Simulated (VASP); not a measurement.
InSe, 4 atoms in the cell. It takes space group C2/m (No. 12, monoclinic). The conventional cell has a = 11.736 Å, b = 4.110 Å, c = 4.610 Å, α = 90.00°, β = 110.30°, γ = 90.00°. Within 3.8 Å of In (site symmetry m) lie 5 Se at 2.58 to 3.51 Å and 3 In at 2.74 to 3.74 Å. Within 3.6 Å of Se (site symmetry m) lie 5 In at 2.58 to 3.51 Å and 3 Se at 3.51 to 3.52 Å. 

```yaml
Program: VASP 6.6.1
Task: single point
Functional: PBEsol
Potentials_or_basis: VASP PAW PBE potentials, release 64 (In_d, Se)
Cutoff: 520 eV
k_mesh: 7 × 7 × 6
Occupations: fermi-dirac, width 0.02 eV
Spin: no spin polarisation
Dipole_correction: no
Further_INCAR_settings: ALGO = Normal; EDIFF = 1e-06; NBANDS = 27
```

Potentials or basis: VASP PAW PBE potentials, release 64 (In_d, Se).

Launch:

```bash
$ cat potpaw_PBE.64/In_d/POTCAR potpaw_PBE.64/Se/POTCAR > POTCAR
$ mpirun -np 1 vasp_std > vasp.out
```

Hardware: 1 thread of Intel(R) Xeon(R) Platinum 8488C (Sapphire Rapids), on a shared host.

Estimate the wall time of this run.

Wall time 2.8 min on 1 thread of Intel(R) Xeon(R) Platinum 8488C (Sapphire Rapids) (shared host), peak memory 0.41 GiB. Counts: scf iterations 13, k points 88.
